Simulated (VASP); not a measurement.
# Ca (Fm-3m) in VASP: a series of runs

Ca is run at these levels: PBE+D4; tasks: relaxation of cell and atoms, single point.

Program: VASP 6.6.1. These are calculated values, not measurements. Logs are shortened: lines on timing, memory, paths and dates and some standing lists are left out, and cuts for length are marked.

**1. The cell of the first run**

It takes space group Fm-3m (No. 225, cubic). The conventional cell has a = 5.588 Å, b = 5.588 Å, c = 5.588 Å, α = 90.00°, β = 90.00°, γ = 90.00°. Ca (site symmetry m-3m) has 12 Ca at 3.95 Å within 5.2 Å.

**2. Relaxation of cell and atoms, PBE+D4**

INCAR

```
SYSTEM = Ca
PREC     = Accurate       ! precision mode
ENCUT    = 600            ! plane-wave cutoff, eV
EDIFF    = 1E-6           ! SCF threshold, eV
ISMEAR   = -1             ! smearing method
SIGMA    = 0.05           ! smearing width, eV
LREAL    = .FALSE.        ! projectors in reciprocal space
LASPH    = .TRUE.         ! aspherical terms in the spheres
NELM     = 80             ! most SCF steps
ALGO     = Normal         ! electronic algorithm
ISIF     = 3              ! what is computed and relaxed
LWAVE    = .FALSE.        ! write WAVECAR
LCHARG   = .FALSE.        ! write CHGCAR
GGA      = PE             ! functional
IVDW     = 13             ! dispersion correction
IBRION   = 2              ! ionic algorithm
NSW      = 80             ! ionic steps
EDIFFG   = -0.005         ! ionic threshold
```

KPOINTS

```
regular mesh
0
G
  8 8 8
  0 0 0
```

POSCAR

```
Ca
1.0
    0.0000000000      2.7942000000      2.7942000000
    2.7942000000      0.0000000000      2.7942000000
    2.7942000000      2.7942000000      0.0000000000
Ca
1
Direct
    0.0000000000      0.0000000000      0.0000000000
```

Potentials or basis: VASP PAW PBE potentials, release 64 (Ca_sv).

Run with:

```bash
$ cat potpaw_PBE.64/Ca_sv/POTCAR > POTCAR
$ mpirun -np 1 vasp_std > vasp.out
```

OUTCAR:

```text
SYSTEM = Ca
   PREC = Accurate
   ENCUT = 600
   EDIFF = 1E-6
   ISMEAR = -1
   LREAL = .FALSE.
   LASPH = .TRUE.
   NELM = 80
   ISIF = 3
   GGA = PE
   IVDW = 13
   IBRION = 2
   NSW = 80
   EDIFFG = -0.005

 ion  position               nearest neighbor table
   1  0.000  0.000  0.000-

  LATTYP: Found a face centered cubic cell.
 ALAT       =     5.5884000000

  Lattice vectors:

 A1 = (   0.0000000000,   2.7942000000,   2.7942000000)
 A2 = (   2.7942000000,   0.0000000000,   2.7942000000)
 A3 = (   2.7942000000,   2.7942000000,   0.0000000000)

Analysis of symmetry for initial positions (statically):
=====================================================================
 Subroutine PRICEL returns:
 Original cell was already a primitive cell.

 Routine SETGRP: Setting up the symmetry group for a
 face centered cubic supercell.

 Subroutine GETGRP returns: Found 48 space group operations
 (whereof 48 operations were pure point group operations)
 out of a pool of 48 trial point group operations.

The static configuration has the point symmetry O_h .

Analysis of symmetry for dynamics (positions and initial velocities):
=====================================================================
 Subroutine PRICEL returns:
 Original cell was already a primitive cell.

 Routine SETGRP: Setting up the symmetry group for a
 face centered cubic supercell.

 Subroutine GETGRP returns: Found 48 space group operations
 (whereof 48 operations were pure point group operations)
 out of a pool of 48 trial point group operations.

The dynamic configuration has the point symmetry O_h .

 Subroutine INISYM returns: Found 48 space group operations
 (whereof 48 operations are pure point group operations),
 and found     1 'primitive' translations

----------------------------------------------------------------------------------------

                                     Primitive cell

  volume of cell :      43.6317

  direct lattice vectors                    reciprocal lattice vectors
     0.000000000  2.794200000  2.794200000    -0.178942094  0.178942094  0.178942094
     2.794200000  0.000000000  2.794200000     0.178942094 -0.178942094  0.178942094
     2.794200000  2.794200000  0.000000000     0.178942094  0.178942094 -0.178942094

  length of vectors
     3.951595536  3.951595536  3.951595536     0.309936799  0.309936799  0.309936799

  position of ions in fractional coordinates (direct lattice)
     0.000000000  0.000000000  0.000000000

  ion indices of the primitive-cell ions
   primitive index   ion index
                 1           1

----------------------------------------------------------------------------------------

 KPOINTS: regular mesh

Automatic generation of k-mesh.
 Grid dimensions read from file:
 generate k-points for:    8    8    8

 Generating k-lattice:

  Cartesian coordinates                     Fractional coordinates (reciprocal lattice)
    -0.022367762  0.022367762  0.022367762     0.125000000  0.000000000  0.000000000
     0.022367762 -0.022367762  0.022367762     0.000000000  0.125000000  0.000000000
     0.022367762  0.022367762 -0.022367762     0.000000000  0.000000000  0.125000000

  Length of vectors
     0.038742100  0.038742100  0.038742100

  Shift w.r.t. Gamma in fractional coordinates (k-lattice)
     0.000000000  0.000000000  0.000000000

 Subroutine IBZKPT returns following result:
 ===========================================

 Found     29 irreducible k-points:

 Following reciprocal coordinates:
            Coordinates               Weight
  0.000000  0.000000  0.000000      1.000000
  0.125000  0.000000  0.000000      8.000000
  0.250000  0.000000  0.000000      8.000000
  0.375000  0.000000  0.000000      8.000000
  0.500000  0.000000  0.000000      4.000000
  0.125000  0.125000  0.000000      6.000000
[... 16 lines left out ...]
  0.500000  0.250000  0.125000     48.000000
 -0.375000  0.250000  0.125000     24.000000
 [... further k-points ...]
   k-points           NKPTS =     29   k-points in BZ     NKDIM =     29   number of bands    NBANDS=      9
   number of dos      NEDOS =    301   number of ions     NIONS =      1
   total plane-waves  NPLWV =  32768
   dimension x,y,z NGX =    32 NGY =   32 NGZ =   32
   dimension x,y,z NGXF=    64 NGYF=   64 NGZF=   64
   ions per type =               1
   NGX,Y,Z   is equivalent  to a cutoff of  13.46, 13.46, 13.46 a.u.
   NGXF,Y,Z  is equivalent  to a cutoff of  26.93, 26.93, 26.93 a.u.
 SYSTEM =  Ca
   PREC   = accura    normal or accurate (medium, high low for compatibility)
   ISTART =      0    job   : 0-new  1-cont  2-samecut
   ICHARG =      2    charge: 1-file 2-atom 10-const
   ISPIN  =      1    spin polarized calculation?
   LNONCOLLINEAR =      F non collinear calculations
   LSORBIT =      F    spin-orbit coupling
   LASPH  =      T    aspherical Exc in radial PAW
   ENCUT  =  600.0 eV  44.10 Ry    6.64 a.u.   7.89  7.89  7.89*2*pi/ulx,y,z
   NELM   =     80;   NELMIN=  2; NELMDL= -5     # of ELM steps
   EDIFF  = 0.1E-05   stopping-criterion for ELM
   LREAL  =      F    real-space projection
   EDIFFG = -.5E-02   stopping-criterion for IOM
   NSW    =     80    number of steps for IOM
   IBRION =      2    ionic relax: 0-MD 1-quasi-New 2-CG
   NFREE  =      1    steps in history (QN), initial steepest desc. (CG)
   ISIF   =      3    stress and relaxation
   ISYM   =      2    0-nonsym 1-usesym 2-fastsym
   POTIM  = 0.5000    time-step for ionic-motion
   TEBEG  =    0.0;   TEEND  =   0.0 temperature during run
   PSTRESS=    0.0 pullay stress
   NELECT =      10.0000    total number of electrons
   NUPDOWN=      -1.0000    fix difference up-down
   EMIN   =  10.00;   EMAX   =-10.00  energy-range for DOS
   EFERMI =   0.00;   METHOD = LEGACY
   ISMEAR =    -1;   SIGMA  =   0.05  broadening in eV -4-tet -1-fermi 0-gaus
   EFERMI_NEDOS =   21; number of points for ismear=-14 and -15
   IALGO  =     38    algorithm
   IMIX   =      4    mixing-type and parameters
     AMIX     =   0.40;   BMIX     =  1.00
     AMIX_MAG =   1.60;   BMIX_MAG =  1.00
  volume/ion in A,a.u.               =      43.63       294.44
  Fermi-wavevector in a.u.,A,eV,Ry     =   1.001861  1.893242 13.656506  1.003725
  Thomas-Fermi vector in A             =   2.134310
   LORBIT       =      0    0 simple, 1 ext, 2 COOP (PROOUT), +10 PAW based schemes
   GGA     = PE    functional components
   LHFCALC =     F    Hartree Fock is set to
   AEXX    =    0.0000 exact exchange contribution
   IVDW    =    13    specifies the selected vdW correction
   LEPSILON=     F    determine dielectric tensor
   LRPA    =     F    only Hartree local field effects (RPA)
 conjugate gradient relaxation of ions
 non-spin polarized calculation
  energy-cutoff  :      600.00
  volume of cell :       43.63
 maximum number of plane-waves:      1475
   NGX = 15   NGY = 15   NGZ = 15

--------------------------------------- Ionic step        1  -------------------------------------------

 number of electron      10.0000001 magnetization

 Free energy of the ion-electron system (eV)
  ---------------------------------------------------
  ext. energy  EPLUGINS =         0.00000000
  ---------------------------------------------------
  free energy    TOTEN  =        -1.93273114 eV

  energy without entropy =       -1.92070154  energy(sigma->0) =       -1.92671634

------------------------ aborting loop because EDIFF is reached ----------------------------------------

  DFT-D4 for vdW energy calculation

  Edisp (eV):   -0.16916

  FORCE on cell =-STRESS in cart. coord.  units (eV):
  Direction    XX          YY          ZZ          XY          YZ          ZX
  --------------------------------------------------------------------------------------
  -------------------------------------------------------------------------------------
  Total      -0.30537    -0.30537    -0.30537    -0.00000    -0.00000     0.00000
  in kB     -11.21320   -11.21320   -11.21320    -0.00000    -0.00000     0.00000
  external pressure =      -11.21 kB  Pullay stress =        0.00 kB
[... 94 lines left out ...]
  FREE ENERGIE OF THE ION-ELECTRON SYSTEM (eV)
  ---------------------------------------------------
  free  energy   TOTEN  =        -2.1020162802 eV

  energy  without entropy=       -2.0899901908  energy(sigma->0) =       -2.09600324

[... ionic steps 4 to 13 ...]

--------------------------------------- Ionic step       14  -------------------------------------------

 number of electron      10.0000000 magnetization

------------------------ aborting loop because EDIFF is reached ----------------------------------------

  DFT-D4 for vdW energy calculation

  Edisp (eV):   -0.17546
[... 67 lines left out ...]
  energy  without entropy=       -2.0990043564  energy(sigma->0) =       -2.10481817

--------------------------------------- Ionic step       16  -------------------------------------------

 number of electron      10.0000000 magnetization

 Free energy of the ion-electron system (eV)
  ---------------------------------------------------
  ext. energy  EPLUGINS =         0.00000000
  ---------------------------------------------------
  free energy    TOTEN  =        -1.93488924 eV

  energy without entropy =       -1.92326944  energy(sigma->0) =       -1.92907934

 E-fermi :   1.9525     XC(G=0):  -7.7610

 val. band max:        1.9179533518   @ k =  -0.3750   0.2500   0.1250
 cond. band min:       2.0170612290   @ k =  -0.3750   0.3750   0.0000
 fundamental gap:      0.0991078773
 Fermi energy:         1.9524561241

 k-point     1 :       0.0000    0.0000    0.0000
  band No.  band energies     occupation
      1     -39.9977      2.00000
      2     -20.9142      2.00000
      3     -20.9142      2.00000
      4     -20.9142      2.00000
      5      -2.0470      2.00000
      6       4.3456      0.00000
      7       4.3456      0.00000
      8       4.3456      0.00000
      9       5.4270      0.00000
[... 265 lines left out ...]
 k-point    24 :      -0.3750    0.2500    0.1250
  band No.  band energies     occupation
      1     -39.9812      2.00000
      2     -21.0372      2.00000
      3     -20.9709      2.00000
      4     -20.9458      2.00000
      5       1.6729      1.99257
      6       1.9180      1.33196
      7       3.5013      0.00000
      8       4.6487      0.00000
      9       5.9585      0.00000

 [... further k-points ...]

------------------------ aborting loop because EDIFF is reached ----------------------------------------

  DFT-D4 for vdW energy calculation

  Edisp (eV):   -0.17580

  FORCE on cell =-STRESS in cart. coord.  units (eV):
  Direction    XX          YY          ZZ          XY          YZ          ZX
  --------------------------------------------------------------------------------------
  -------------------------------------------------------------------------------------
  Total      -0.00337    -0.00337    -0.00337     0.00000     0.00000     0.00000
  in kB      -0.12906    -0.12906    -0.12906     0.00000     0.00000     0.00000
  external pressure =       -0.13 kB  Pullay stress =        0.00 kB
[... 16 lines left out ...]
  FREE ENERGIE OF THE ION-ELECTRON SYSTEM (eV)
  ---------------------------------------------------
  free  energy   TOTEN  =        -2.1106853006 eV

  energy  without entropy=       -2.0990654967  energy(sigma->0) =       -2.10487540

 reached required accuracy - stopping structural energy minimisation
```

Run time: 3.3 min. Hardware: 1 thread of AMD EPYC 7R13, shared host; peak memory 0.17 GiB.

Results:

```yaml
Free_energy: -2.1107 eV
Relaxed_volume: 41.84 Å³/atom
Relaxed_cell: a = 3.897 Å, b = 3.897 Å, c = 3.897 Å, α = 60.00°, β = 60.00°, γ = 60.00°
Space_group_after_relaxing_to_0.05_Å: Fm-3m (No. 225)
Energy_gained_by_relaxing: 8.8 meV/atom
Ionic_steps: 16
Pressure_after_relaxing: 0.0 GPa
Band_gap_on_the_k_mesh: zero (band 5 reaches 2.19 eV, above the bottom of band 6 at 1.84 eV)
Dispersion_energy_per_atom: -0.176 eV
```

Step by step:
| step | energy change (eV) | largest force (eV/Å) | pressure (GPa) | volume (Å³) |
| --- | --- | --- | --- | --- |
| 1 | 0.0000 | 0.0000 | -1.12 | 43.63 |
| 2 | 0.0082 | 0.0000 | 121.29 | 41.73 |
| 3 | -0.0001 | 0.0000 | -1.10 | 43.61 |
| 4 | -0.0002 | 0.0000 | -1.10 | 43.60 |
| 5 | -0.0057 | 0.0000 | -0.77 | 42.66 |
| 6 | -0.0077 | 0.0000 | -0.60 | 42.19 |
| 7 | -0.0085 | 0.0000 | -0.51 | 41.96 |
| 8 | -0.0088 | 0.0000 | -0.06 | 41.85 |
| 9 | -0.0086 | 0.0000 | 2.16 | 41.81 |
| 10 | -0.0049 | 0.0000 | -0.82 | 42.81 |
| 11 | -0.0063 | 0.0000 | -0.72 | 42.53 |
| 12 | -0.0071 | 0.0000 | -0.65 | 42.35 |
| 13 | -0.0081 | 0.0000 | -0.55 | 42.08 |
| 14 | -0.0085 | 0.0000 | -0.50 | 41.94 |
| 15 | -0.0087 | 0.0000 | -0.40 | 41.88 |
| 16 | -0.0088 | 0.0000 | -0.01 | 41.84 |

Final structure:
```cif
data_structure
_symmetry_space_group_name_H-M 'P 1'
_symmetry_Int_Tables_number 1
_cell_length_a 3.8969
_cell_length_b 3.8969
_cell_length_c 3.8969
_cell_angle_alpha 60.000
_cell_angle_beta 60.000
_cell_angle_gamma 60.000
_cell_volume 41.84
loop_
_atom_site_label
_atom_site_type_symbol
_atom_site_fract_x
_atom_site_fract_y
_atom_site_fract_z
_atom_site_occupancy
Ca1 Ca 0.00000 0.00000 0.00000 1
```

Caveat: pairwise dispersion overbinds metals, which lowers pressure and volume.

**3. Single point, PBE+D4 (volume scaled by 0.94)**

INCAR

```
ALGO = Fast
EDIFF = 1E-7
ENCUT = 520
GGA = PE
ISIF = 2
ISMEAR = -5
IVDW = 13
LASPH = True
LCHARG = False
LREAL = False
LWAVE = False
NBANDS = 11
NELM = 100
PREC = Accurate
SIGMA = 0.05
```

KPOINTS

```
k-points
0
Gamma
  8 8 8
```

POSCAR

```
Ca
1.0
    0.0000000000      2.7371595050      2.7371595050
    2.7371595050      0.0000000000      2.7371595050
    2.7371595050      2.7371595050      0.0000000000
Ca
1
Direct
    0.0000000000      0.0000000000      0.0000000000
```

Potentials or basis: VASP PAW PBE potentials, release 64 (Ca_sv).

Run with:

```bash
$ cat potpaw_PBE.64/Ca_sv/POTCAR > POTCAR
$ mpirun -np 1 vasp_std > vasp.out
```

Run time: 23 s. Hardware: 1 thread of Intel Xeon Platinum 8375C at 2.90GHz (Ice Lake), shared host; peak memory 0.16 GiB.

It converged, with:

```
Free energy                : -2.0058 eV
Pressure                   : 0.0 GPa
Band gap on the k mesh     : zero (band 5 reaches 2.26 eV, above the bottom of band 6 at 1.94 eV)
Dispersion energy per atom : -0.081 eV
```

Levels at points of the mesh, in eV from the Fermi level:
```tsv
k point	band 2	band 3	band 4	band 5	band 6	band 7	band 8	band 9
(0.00, 0.00, 0.00)	-22.84	-22.84	-22.84	-4.08	2.38	2.38	2.38	3.49
(0.50, 0.00, 0.00)	-23.00	-22.86	-22.86	-1.00	-0.14	2.26	2.26	4.21
(0.50, 0.50, 0.00)	-22.99	-22.90	-22.90	-0.49	0.57	1.02	4.20	4.40
```

Caveat: the cell differs from its parent crystal (volume scaled by 0.94); pairwise dispersion overbinds metals, which lowers pressure and volume; tetrahedron occupations give inexact forces and stress in metals.

[end of part 1 of 2]
